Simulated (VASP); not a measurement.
# Sn3Te (I4/mmm) in VASP: notebook

The runs below take Sn3Te through single point, with RPBE, revPBE, r2SCAN, LDA.

Everything below comes from runs of VASP 6.6.1. Logs are shortened: lines on timing, memory, paths and dates and some standing lists are left out, and cuts for length are marked.

## 1. The cell of the first run

The structure is tetragonal, space group I4/mmm (No. 139). The conventional cell has a = 4.602 Å, b = 4.602 Å, c = 11.033 Å, α = 90.00°, β = 90.00°, γ = 90.00°. Te (site symmetry 4/mmm) has 12 Sn at 3.25 to 3.59 Å within 4.3 Å. Sn (site symmetry 4/mmm) has 4 Te at 3.25 Å and 8 Sn at 3.59 Å within 4.3 Å. Within 4.3 Å of Sn (site symmetry -4m2) lie 8 Sn at 3.25 to 3.59 Å and 4 Te at 3.59 Å.

## 2. Single point, RPBE

INCAR

```
SYSTEM = Sn3Te
ALGO     = Fast           ! electronic algorithm
EDIFF    = 1E-6           ! SCF threshold, eV
ENCUT    = 520            ! plane-wave cutoff, eV
GGA      = RP             ! functional
ISIF     = 2              ! what is computed and relaxed
ISMEAR   = -1             ! smearing method
LASPH    = .True.         ! aspherical terms in the spheres
LCHARG   = .False.        ! write CHGCAR
LREAL    = .False.        ! projectors in reciprocal space
LWAVE    = .False.        ! write WAVECAR
NBANDS   = 32             ! bands
NELM     = 60             ! most SCF steps
PREC     = Accurate       ! precision mode
SIGMA    = 0.05           ! smearing width, eV
```

KPOINTS

```
k-points
0
Gamma
  5 5 5
  0 0 0
```

POSCAR

```
Sn3Te
1.0
   -2.3009040000      2.3009040000      5.5164940000
    2.3009040000     -2.3009040000      5.5164940000
    2.3009040000      2.3009040000     -5.5164940000
Te Sn
1 3
Direct
    0.0000000000      0.0000000000      0.0000000000
    0.5000000000      0.5000000000      0.0000000000
    0.2500000000      0.7500000000      0.5000000000
    0.7500000000      0.2500000000      0.5000000000
```

Potentials or basis: VASP PAW PBE potentials, release 64 (Te, Sn_d).

Command:

```
$ cat potpaw_PBE.64/Te/POTCAR potpaw_PBE.64/Sn_d/POTCAR > POTCAR
$ mpirun -np 1 vasp_std > vasp.out
```

OUTCAR:

```text
SYSTEM = Sn3Te
   EDIFF = 1E-6
   ENCUT = 520
   GGA = RP
   ISIF = 2
   ISMEAR = -1
   LASPH = .True.
   LREAL = .False.
   NELM = 60
   PREC = Accurate

 ion  position               nearest neighbor table
   1  0.000  0.000  0.000-   2 3.25   2 3.25   2 3.25   2 3.25   4 3.59   3 3.59   4 3.59   3 3.59
                             4 3.59   4 3.59   3 3.59   3 3.59
   2  0.500  0.500  0.000-   1 3.25   1 3.25   1 3.25   1 3.25   4 3.59   3 3.59   4 3.59   4 3.59
                             3 3.59   3 3.59   4 3.59   3 3.59
   3  0.250  0.750  0.500-   4 3.25   4 3.25   4 3.25   4 3.25   2 3.59   1 3.59   2 3.59   2 3.59
                             1 3.59   1 3.59   2 3.59   1 3.59
   4  0.750  0.250  0.500-   3 3.25   3 3.25   3 3.25   3 3.25   2 3.59   1 3.59   2 3.59   1 3.59
                             2 3.59   2 3.59   1 3.59   1 3.59

  LATTYP: Found a body centered tetragonal cell.
 ALAT       =     4.6018080000
 C/A-ratio  =     2.3975333173

  Lattice vectors:

 A1 = (  -2.3009040000,   2.3009040000,   5.5164940000)
 A2 = (   2.3009040000,  -2.3009040000,   5.5164940000)
 A3 = (   2.3009040000,   2.3009040000,  -5.5164940000)

Analysis of symmetry for initial positions (statically):
=====================================================================
 Subroutine PRICEL returns:
 Original cell was already a primitive cell.

 Routine SETGRP: Setting up the symmetry group for a
 body centered tetragonal supercell.

 Subroutine GETGRP returns: Found 16 space group operations
 (whereof 16 operations were pure point group operations)
 out of a pool of 16 trial point group operations.

The static configuration has the point symmetry D_4h.

Analysis of symmetry for dynamics (positions and initial velocities):
=====================================================================
 Subroutine PRICEL returns:
 Original cell was already a primitive cell.

 Routine SETGRP: Setting up the symmetry group for a
 body centered tetragonal supercell.

 Subroutine GETGRP returns: Found 16 space group operations
 (whereof 16 operations were pure point group operations)
 out of a pool of 16 trial point group operations.

The dynamic configuration has the point symmetry D_4h.

 Subroutine INISYM returns: Found 16 space group operations
 (whereof 16 operations are pure point group operations),
 and found     1 'primitive' translations

----------------------------------------------------------------------------------------

                                     Primitive cell

  volume of cell :     116.8208

  direct lattice vectors                    reciprocal lattice vectors
    -2.300904000  2.300904000  5.516494000     0.000000000  0.217305894  0.090637278
     2.300904000 -2.300904000  5.516494000     0.217305894  0.000000000  0.090637278
     2.300904000  2.300904000 -5.516494000     0.217305894  0.217305894  0.000000000

  length of vectors
     6.404687696  6.404687696  6.404687696     0.235450563  0.235450563  0.307316942

  position of ions in fractional coordinates (direct lattice)
     0.000000000  0.000000000  0.000000000
     0.500000000  0.500000000  0.000000000
     0.250000000  0.750000000  0.500000000
     0.750000000  0.250000000  0.500000000

  ion indices of the primitive-cell ions
   primitive index   ion index
                 1           1
                 2           2
                 3           3
                 4           4

----------------------------------------------------------------------------------------

 KPOINTS: k-points

Automatic generation of k-mesh.
 Grid dimensions read from file:
 generate k-points for:    5    5    5

 Generating k-lattice:

  Cartesian coordinates                     Fractional coordinates (reciprocal lattice)
     0.000000000  0.043461179  0.018127456     0.200000000  0.000000000  0.000000000
     0.043461179  0.000000000  0.018127456     0.000000000  0.200000000  0.000000000
     0.043461179  0.043461179  0.000000000     0.000000000  0.000000000  0.200000000

  Length of vectors
     0.047090113  0.047090113  0.061463388

  Shift w.r.t. Gamma in fractional coordinates (k-lattice)
     0.000000000  0.000000000  0.000000000

 Subroutine IBZKPT returns following result:
 ===========================================

 Found     18 irreducible k-points:

 Following reciprocal coordinates:
            Coordinates               Weight
  0.000000  0.000000  0.000000      1.000000
  0.200000 -0.000000  0.000000      8.000000
  0.400000 -0.000000  0.000000      8.000000
  0.200000  0.200000  0.000000      8.000000
  0.400000  0.200000  0.000000     16.000000
 -0.400000  0.200000 -0.000000     16.000000
[... 10 lines left out ...]
 -0.400000  0.400000  0.400000      4.000000
 -0.400000 -0.400000  0.400000      2.000000
   k-points           NKPTS =     18   k-points in BZ     NKDIM =     18   number of bands    NBANDS=     32
   number of dos      NEDOS =    301   number of ions     NIONS =      4
   total plane-waves  NPLWV = 110592
   dimension x,y,z NGX =    48 NGY =   48 NGZ =   48
   dimension x,y,z NGXF=    96 NGYF=   96 NGZF=   96
   ions per type =               1   3
   NGX,Y,Z   is equivalent  to a cutoff of  12.46, 12.46, 12.46 a.u.
   NGXF,Y,Z  is equivalent  to a cutoff of  24.92, 24.92, 24.92 a.u.
 SYSTEM =  Sn3Te
   PREC   = accura    normal or accurate (medium, high low for compatibility)
   ISTART =      0    job   : 0-new  1-cont  2-samecut
   ICHARG =      2    charge: 1-file 2-atom 10-const
   ISPIN  =      1    spin polarized calculation?
   LNONCOLLINEAR =      F non collinear calculations
   LSORBIT =      F    spin-orbit coupling
   LASPH  =      T    aspherical Exc in radial PAW
   ENCUT  =  520.0 eV  38.22 Ry    6.18 a.u.  11.91 11.91 11.91*2*pi/ulx,y,z
   NELM   =     60;   NELMIN=  2; NELMDL= -5     # of ELM steps
   EDIFF  = 0.1E-05   stopping-criterion for ELM
   LREAL  =      F    real-space projection
   EDIFFG = 0.1E-04   stopping-criterion for IOM
   NSW    =      0    number of steps for IOM
   IBRION =     -1    ionic relax: 0-MD 1-quasi-New 2-CG
   NFREE  =      0    steps in history (QN), initial steepest desc. (CG)
   ISIF   =      2    stress and relaxation
   ISYM   =      2    0-nonsym 1-usesym 2-fastsym
   POTIM  = 0.5000    time-step for ionic-motion
   TEBEG  =    0.0;   TEEND  =   0.0 temperature during run
   PSTRESS=    0.0 pullay stress
   NELECT =      48.0000    total number of electrons
   NUPDOWN=      -1.0000    fix difference up-down
   EMIN   =  10.00;   EMAX   =-10.00  energy-range for DOS
   EFERMI =   0.00;   METHOD = LEGACY
   ISMEAR =    -1;   SIGMA  =   0.05  broadening in eV -4-tet -1-fermi 0-gaus
   EFERMI_NEDOS =   21; number of points for ismear=-14 and -15
   IALGO  =     68    algorithm
   IMIX   =      4    mixing-type and parameters
     AMIX     =   0.40;   BMIX     =  1.00
     AMIX_MAG =   1.60;   BMIX_MAG =  1.00
  volume/ion in A,a.u.               =      29.21       197.09
  Fermi-wavevector in a.u.,A,eV,Ry     =   1.217069  2.299927 20.153724  1.481257
  Thomas-Fermi vector in A             =   2.352402
   LORBIT       =      0    0 simple, 1 ext, 2 COOP (PROOUT), +10 PAW based schemes
   GGA     = RP    functional components
   LHFCALC =     F    Hartree Fock is set to
   AEXX    =    0.0000 exact exchange contribution
   IVDW    =     0    specifies the selected vdW correction
   LEPSILON=     F    determine dielectric tensor
   LRPA    =     F    only Hartree local field effects (RPA)
 non-spin polarized calculation
 RMM-DIIS sequential band-by-band and
  energy-cutoff  :      520.00
  volume of cell :      116.82
 maximum number of plane-waves:      3180
   NGX = 23   NGY = 23   NGZ = 23

 number of electron      47.9999996 magnetization

 Free energy of the ion-electron system (eV)
  ---------------------------------------------------
  ext. energy  EPLUGINS =         0.00000000
  ---------------------------------------------------
  free energy    TOTEN  =       -13.02187729 eV

  energy without entropy =      -13.00389858  energy(sigma->0) =      -13.01288793

 E-fermi :   7.5097     XC(G=0):  -9.9162

 val. band max:        7.4723702822   @ k =   0.2000   0.2000   0.0000
 cond. band min:       7.5211992907   @ k =  -0.2000   0.2000   0.0000
 fundamental gap:      0.0488290085
 Fermi energy:         7.5097476368

 k-point     1 :       0.0000    0.0000    0.0000
  band No.  band energies     occupation
      1     -14.2147      2.00000
      2     -14.2050      2.00000
      3     -14.1500      2.00000
      4     -14.1500      2.00000
      5     -14.1406      2.00000
      6     -14.1342      2.00000
[... 24 lines left out ...]
     31      13.9049      0.00000
     32      13.9575      0.00000

 k-point     2 :       0.2000   -0.0000    0.0000
  band No.  band energies     occupation
      1     -14.1943      2.00000
      2     -14.1884      2.00000
      3     -14.1565      2.00000
      4     -14.1543      2.00000
      5     -14.1382      2.00000
      6     -14.1342      2.00000
[... 24 lines left out ...]
     31      13.0385      0.00000
     32      13.3459      0.00000

 k-point     3 :       0.4000   -0.0000    0.0000
  band No.  band energies     occupation
      1     -14.1731      2.00000
      2     -14.1582      2.00000
      3     -14.1519      2.00000
      4     -14.1403      2.00000
      5     -14.1351      2.00000
      6     -14.1320      2.00000
[... 24 lines left out ...]
     31      12.5188      0.00000
     32      14.5843      0.00000

 k-point     4 :       0.2000    0.2000    0.0000
  band No.  band energies     occupation
      1     -14.2044      2.00000
      2     -14.1693      2.00000
      3     -14.1553      2.00000
      4     -14.1511      2.00000
      5     -14.1392      2.00000
      6     -14.1350      2.00000
[... 444 lines left out ...]
     31      13.3329      0.00000
     32      13.8749      0.00000

 k-point    17 :      -0.4000    0.4000    0.4000
  band No.  band energies     occupation
      1     -14.1947      2.00000
      2     -14.1873      2.00000
      3     -14.1763      2.00000
      4     -14.1712      2.00000
      5     -14.1560      2.00000
      6     -14.1384      2.00000
[... 24 lines left out ...]
     31      11.3096      0.00000
     32      12.2025      0.00000

 k-point    18 :      -0.4000   -0.4000    0.4000
  band No.  band energies     occupation
      1     -14.2129      2.00000
      2     -14.2029      2.00000
      3     -14.1811      2.00000
      4     -14.1811      2.00000
      5     -14.1552      2.00000
      6     -14.1467      2.00000
[... 24 lines left out ...]
     31      12.0549      0.00000
     32      12.4494      0.00000

------------------------ aborting loop because EDIFF is reached ----------------------------------------

  FORCE on cell =-STRESS in cart. coord.  units (eV):
  Direction    XX          YY          ZZ          XY          YZ          ZX
  --------------------------------------------------------------------------------------
  -------------------------------------------------------------------------------------
  Total        0.5725915      0.5725915      0.3995634      0.0000000      0.0000000     -0.0000000
  in kB        7.8529948      7.8529948      5.4799447      0.0000000      0.0000000     -0.0000000
  external PRESSURE =       7.0619781 kB  Pullay stress =       0.0000000 kB

 VOLUME and BASIS-vectors are now :
 -----------------------------------------------------------------------------
  energy-cutoff  :      520.00
  volume of cell :      116.82
      direct lattice vectors                 reciprocal lattice vectors
    -2.300904000  2.300904000  5.516494000     0.000000000  0.217305894  0.090637278
     2.300904000 -2.300904000  5.516494000     0.217305894  0.000000000  0.090637278
     2.300904000  2.300904000 -5.516494000     0.217305894  0.217305894  0.000000000

 POSITION                                       TOTAL-FORCE (eV/Angst)
 -----------------------------------------------------------------------------------
      0.00000      0.00000      0.00000        -0.000000      0.000000     -0.000000
      0.00000      0.00000      5.51649        -0.000000      0.000000     -0.000000
      2.30090      0.00000      2.75825         0.000000      0.000000      0.000000
      0.00000      2.30090      2.75825        -0.000000     -0.000000      0.000000
 -----------------------------------------------------------------------------------
    total drift:                                0.000000     -0.000000      0.000000

  FREE ENERGIE OF THE ION-ELECTRON SYSTEM (eV)
  ---------------------------------------------------
  free  energy   TOTEN  =       -13.0218772879 eV

  energy  without entropy=      -13.0038985812  energy(sigma->0) =      -13.01288793
```

Run time: 2.4 min. Hardware: 1 thread of Intel Xeon 8259CL, shared host; peak memory 0.34 GiB.

Results:

| Property | Result |
| --- | --- |
| Free energy | -13.0219 eV |
| Pressure | 0.7 GPa |
| Band gap on the k mesh | zero (bands 24 and 25 overlap by 0.56 eV) |

Caveat: semilocal functionals underestimate gaps, and a narrow one can read as zero; the PAW data sets were made with another functional, which shifts forces and pressure a little; spin-orbit coupling is left out, which moves the levels of the heavy elements.

(Part 1 of 2 ends here.)

The gap in the log of VASP goes by the Fermi energy; the results here count the filled bands.